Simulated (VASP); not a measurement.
# GaP (F-43m) in VASP: further runs

Aim: see how the results for GaP move with the level of theory and the settings. Levels: LDA, PBEsol, PBE. Tasks: single point.

All numbers are computed with VASP 6.6.1; they aren't measurements. Logs are shortened: lines on timing, memory, paths and dates and some standing lists are left out, and cuts for length are marked.

**What was measured.**

“Stacking defects in GaP nanowires: Electronic structure and optical properties”, 2018, arxiv:1810.01194 quotes, for a bulk crystal of GaP at 10 K: band gap 2.34 eV (indirect).

The results are compared with them further down.

### Step 1. The cell of the first run

It takes space group F-43m (No. 216, cubic). The conventional cell has a = 5.451 Å, b = 5.451 Å, c = 5.451 Å, α = 90.00°, β = 90.00°, γ = 90.00°. Within 3.1 Å of Ga (site symmetry -43m) lie 4 P at 2.36 Å. P (site symmetry -43m) has 4 Ga at 2.36 Å within 3.1 Å.

### Step 2. Single point, LDA

Input file INCAR:

```
  PREC = Accurate
  ENCUT = 520
  EDIFF = 1E-7
  ISMEAR = -1
  SIGMA = 0.05
  LREAL = F
  LASPH = T
  NELM = 60
  ALGO = Normal
  ISIF = 2
  LWAVE = F
  LCHARG = F
  GGA = CA
  NBANDS = 16
```

Input file KPOINTS:

```
regular mesh
0
Gamma
  10 10 10
```

Input file POSCAR:

```
GaP
1.0
    0.0000000000      2.7252500000      2.7252500000
    2.7252500000      0.0000000000      2.7252500000
    2.7252500000      2.7252500000      0.0000000000
Ga P
1 1
Direct
    0.0000000000      0.0000000000      0.0000000000
    0.7500000000      0.7500000000      0.7500000000
```

Potentials or basis: VASP PAW LDA potentials, release 64 (Ga_d, P).

Started as:

```bash
> cat potpaw_LDA.64/Ga_d/POTCAR potpaw_LDA.64/P/POTCAR > POTCAR
> mpirun -np 1 vasp_std > vasp.out
```

OUTCAR:

```text
PREC = Accurate
   ENCUT = 520
   EDIFF = 1E-7
   ISMEAR = -1
   LREAL = F
   LASPH = T
   NELM = 60
   ISIF = 2
   GGA = CA

 ion  position               nearest neighbor table
   1  0.000  0.000  0.000-   2 2.36   2 2.36   2 2.36   2 2.36
   2  0.750  0.750  0.750-   1 2.36   1 2.36   1 2.36   1 2.36

  LATTYP: Found a face centered cubic cell.
 ALAT       =     5.4505000000

  Lattice vectors:

 A1 = (   0.0000000000,   2.7252500000,   2.7252500000)
 A2 = (   2.7252500000,   0.0000000000,   2.7252500000)
 A3 = (   2.7252500000,   2.7252500000,   0.0000000000)

Analysis of symmetry for initial positions (statically):
=====================================================================
 Subroutine PRICEL returns:
 Original cell was already a primitive cell.

 Routine SETGRP: Setting up the symmetry group for a
 face centered cubic supercell.

 Subroutine GETGRP returns: Found 24 space group operations
 (whereof 24 operations were pure point group operations)
 out of a pool of 48 trial point group operations.

The static configuration has the point symmetry T_d .

Analysis of symmetry for dynamics (positions and initial velocities):
=====================================================================
 Subroutine PRICEL returns:
 Original cell was already a primitive cell.

 Routine SETGRP: Setting up the symmetry group for a
 face centered cubic supercell.

 Subroutine GETGRP returns: Found 24 space group operations
 (whereof 24 operations were pure point group operations)
 out of a pool of 48 trial point group operations.

The dynamic configuration has the point symmetry T_d .

 Subroutine INISYM returns: Found 24 space group operations
 (whereof 24 operations are pure point group operations),
 and found     1 'primitive' translations

----------------------------------------------------------------------------------------

                                     Primitive cell

  volume of cell :      40.4808

  direct lattice vectors                    reciprocal lattice vectors
     0.000000000  2.725250000  2.725250000    -0.183469406  0.183469406  0.183469406
     2.725250000  0.000000000  2.725250000     0.183469406 -0.183469406  0.183469406
     2.725250000  2.725250000  0.000000000     0.183469406  0.183469406 -0.183469406

  length of vectors
     3.854085511  3.854085511  3.854085511     0.317778334  0.317778334  0.317778334

[... 79 lines left out ...]
   NELM   =     60;   NELMIN=  2; NELMDL= -5     # of ELM steps
   EDIFF  = 0.1E-06   stopping-criterion for ELM
   LREAL  =      F    real-space projection
   EDIFFG = 0.1E-05   stopping-criterion for IOM
   NSW    =      0    number of steps for IOM
   IBRION =     -1    ionic relax: 0-MD 1-quasi-New 2-CG
   NFREE  =      0    steps in history (QN), initial steepest desc. (CG)
   ISIF   =      2    stress and relaxation
   ISYM   =      2    0-nonsym 1-usesym 2-fastsym
   POTIM  = 0.5000    time-step for ionic-motion
   TEBEG  =    0.0;   TEEND  =   0.0 temperature during run
   PSTRESS=    0.0 pullay stress
   NELECT =      18.0000    total number of electrons
   NUPDOWN=      -1.0000    fix difference up-down
   EMIN   =  10.00;   EMAX   =-10.00  energy-range for DOS
   EFERMI =   0.00;   METHOD = LEGACY
   ISMEAR =    -1;   SIGMA  =   0.05  broadening in eV -4-tet -1-fermi 0-gaus
   EFERMI_NEDOS =   21; number of points for ismear=-14 and -15
   IALGO  =     38    algorithm
   IMIX   =      4    mixing-type and parameters
     AMIX     =   0.40;   BMIX     =  1.00
     AMIX_MAG =   1.60;   BMIX_MAG =  1.00
  volume/ion in A,a.u.               =      20.24       136.59
  Fermi-wavevector in a.u.,A,eV,Ry     =   1.249538  2.361284 21.243377  1.561344
  Thomas-Fermi vector in A             =   2.383574
   LORBIT       =      0    0 simple, 1 ext, 2 COOP (PROOUT), +10 PAW based schemes
   GGA     = CA    functional components
   LHFCALC =     F    Hartree Fock is set to
   AEXX    =    0.0000 exact exchange contribution
   IVDW    =     0    specifies the selected vdW correction
   LEPSILON=     F    determine dielectric tensor
   LRPA    =     F    only Hartree local field effects (RPA)
 non-spin polarized calculation
  energy-cutoff  :      520.00
  volume of cell :       40.48
 maximum number of plane-waves:      1106
 NGX is ok and might be reduce to    30
   NGX = 15   NGY = 15   NGZ = 15

 number of electron      17.9999989 magnetization

 Free energy of the ion-electron system (eV)
  ---------------------------------------------------
  ext. energy  EPLUGINS =         0.00000000
  ---------------------------------------------------
  free energy    TOTEN  =       -10.44258192 eV

  energy without entropy =      -10.44258191  energy(sigma->0) =      -10.44258191

 E-fermi :   5.2107     XC(G=0): -10.1644

 val. band max:        4.5038101330   @ k =   0.0000   0.0000   0.0000
 cond. band min:       5.9586214476   @ k =   0.4000   0.4000   0.0000
 fundamental gap:      1.4548113146
 Fermi energy:         5.2107422883

 k-point     1 :       0.0000    0.0000    0.0000
  band No.  band energies     occupation
      1     -10.1997      2.00000
      2     -10.1997      2.00000
      3     -10.1997      2.00000
      4     -10.1016      2.00000
      5     -10.1016      2.00000
      6      -8.0054      2.00000
[... 433 lines left out ...]
      3     -10.1507      2.00000
      4     -10.1260      2.00000
      5     -10.0854      2.00000
      6      -6.0148      2.00000
[... 8 lines left out ...]
     15      16.2973      0.00000
     16      18.0914      0.00000

 [... further k-points ...]

------------------------ aborting loop because EDIFF is reached ----------------------------------------

  FORCE on cell =-STRESS in cart. coord.  units (eV):
  Direction    XX          YY          ZZ          XY          YZ          ZX
  --------------------------------------------------------------------------------------
  -------------------------------------------------------------------------------------
  Total       -0.6655681     -0.6655681     -0.6655681      0.0000000      0.0000000     -0.0000000
  in kB      -26.3423227    -26.3423227    -26.3423227      0.0000000      0.0000000     -0.0000000
  external PRESSURE =     -26.3423227 kB  Pullay stress =       0.0000000 kB

 VOLUME and BASIS-vectors are now :
 -----------------------------------------------------------------------------
  energy-cutoff  :      520.00
  volume of cell :       40.48
      direct lattice vectors                 reciprocal lattice vectors
     0.000000000  2.725250000  2.725250000    -0.183469406  0.183469406  0.183469406
     2.725250000  0.000000000  2.725250000     0.183469406 -0.183469406  0.183469406
     2.725250000  2.725250000  0.000000000     0.183469406  0.183469406 -0.183469406

 POSITION                                       TOTAL-FORCE (eV/Angst)
 -----------------------------------------------------------------------------------
      0.00000      0.00000      0.00000        -0.000000     -0.000000     -0.000000
      4.08788      4.08788      4.08788         0.000000      0.000000      0.000000
 -----------------------------------------------------------------------------------
    total drift:                               -0.000000     -0.000000     -0.000000

  FREE ENERGIE OF THE ION-ELECTRON SYSTEM (eV)
  ---------------------------------------------------
  free  energy   TOTEN  =       -10.4425819177 eV

  energy  without entropy=      -10.4425819081  energy(sigma->0) =      -10.44258191
```

OSZICAR:

```text
N       E                     dE             d eps       ncg     rms          rms(c)
DAV:   1     0.793960016692E+02    0.79396E+02   -0.89629E+03  1560   0.158E+03
DAV:   2    -0.436292363493E+01   -0.83759E+02   -0.79919E+02  1656   0.308E+02
DAV:   3    -0.106562230082E+02   -0.62933E+01   -0.62685E+01  1888   0.657E+01
DAV:   4    -0.107591420977E+02   -0.10292E+00   -0.10289E+00  1896   0.904E+00
DAV:   5    -0.107611403185E+02   -0.19982E-02   -0.19982E-02  1936   0.111E+00    0.431E+00
DAV:   6    -0.104942023203E+02    0.26694E+00   -0.36048E-01  2336   0.102E+01    0.277E+00
DAV:   7    -0.104473966437E+02    0.46806E-01   -0.82255E-02  2056   0.198E+00    0.104E+00
DAV:   8    -0.104426077952E+02    0.47888E-02   -0.11154E-02  1792   0.116E+00    0.185E-01
DAV:   9    -0.104425741744E+02    0.33621E-04   -0.98630E-04  2224   0.412E-01    0.643E-02
DAV:  10    -0.104425758468E+02   -0.16724E-05   -0.51752E-05  2208   0.796E-02    0.281E-02
DAV:  11    -0.104425821869E+02   -0.63401E-05   -0.91019E-06  1856   0.449E-02    0.760E-03
DAV:  12    -0.104425819540E+02    0.23295E-06   -0.55299E-07  1784   0.759E-03    0.534E-03
DAV:  13    -0.104425819177E+02    0.36222E-07   -0.23330E-07  1856   0.455E-03
   1 F= -.10442582E+02 E0= -.10442582E+02  d E =-.968480E-08
```

Run time: 30 s. Hardware: 1 thread of AMD EPYC 7R43 (Zen 3), shared host; peak memory 0.13 GiB.

Results:

```
Free energy            : -10.4426 eV
Pressure               : -2.6 GPa
Band gap on the k mesh : 1.45 eV (least direct gap 1.64 eV)
```

Levels at points of the mesh, in eV from the valence-band top:
| k point | band 7 | band 8 | band 9 | band 10 | band 11 | band 12 |
| --- | --- | --- | --- | --- | --- | --- |
| (0.00, 0.00, 0.00) | 0.00 | 0.00 | 0.00 | 1.64 | 3.79 | 3.79 |
| (0.50, 0.00, 0.00) | -6.71 | -1.13 | -1.13 | 1.52 | 4.63 | 4.63 |
| (0.50, 0.50, 0.00) | -6.84 | -2.71 | -2.71 | 1.50 | 1.68 | 10.45 |

### Step 3. Single point, PBEsol

Input file INCAR:

```
SYSTEM = GaP
PREC     = Accurate       ! precision mode
ENCUT    = 520            ! plane-wave cutoff, eV
EDIFF    = 1E-6           ! SCF threshold, eV
ISMEAR   = -1             ! smearing method
SIGMA    = 0.05           ! smearing width, eV
LREAL    = .FALSE.        ! projectors in reciprocal space
LASPH    = .TRUE.         ! aspherical terms in the spheres
NELM     = 60             ! most SCF steps
ALGO     = Normal         ! electronic algorithm
ISIF     = 2              ! what is computed and relaxed
LWAVE    = .FALSE.        ! write WAVECAR
LCHARG   = .TRUE.         ! write CHGCAR
GGA      = PS             ! functional
LELF     = .TRUE.         ! ELF
LVHAR    = .TRUE.       
NBANDS   = 16             ! bands
```

Input file KPOINTS:

```
regular mesh
0
G
  10 10 10
  0 0 0
```

POSCAR is that of step 2.

Potentials or basis: VASP PAW PBE potentials, release 64 (Ga_d, P).

Started as:

```bash
> cat potpaw_PBE.64/Ga_d/POTCAR potpaw_PBE.64/P/POTCAR > POTCAR
> mpirun -np 1 vasp_std > vasp.out
```

Wall time 31 s (1 thread of AMD EPYC 7R43 (Zen 3), shared host); peak memory 0.15 GiB.

Results (log left out):

| Quantity | Value |
| --- | --- |
| Free energy | -9.9228 eV |
| Pressure | -0.6 GPa |
| Band gap on the k mesh | 1.48 eV (least direct gap 1.75 eV) |

Levels at points of the mesh, in eV from the valence-band top:
```csv
k point,band 5,band 6,band 7,band 8,band 9,band 10,band 11,band 12,band 13,band 14
"(0.00, 0.00, 0.00)",-14.44,-12.52,0.00,0.00,0.00,1.75,3.83,3.83,3.83,8.57
"(0.50, 0.00, 0.00)",-14.43,-10.43,-6.70,-1.13,-1.13,1.59,4.65,4.65,8.09,10.74
"(0.50, 0.50, 0.00)",-14.42,-9.52,-6.81,-2.71,-2.71,1.52,1.72,10.55,10.55,11.08
```

Caveat: the PAW data sets were made with another functional, which shifts forces and pressure a little.

(Part 1 of 2 ends here.)
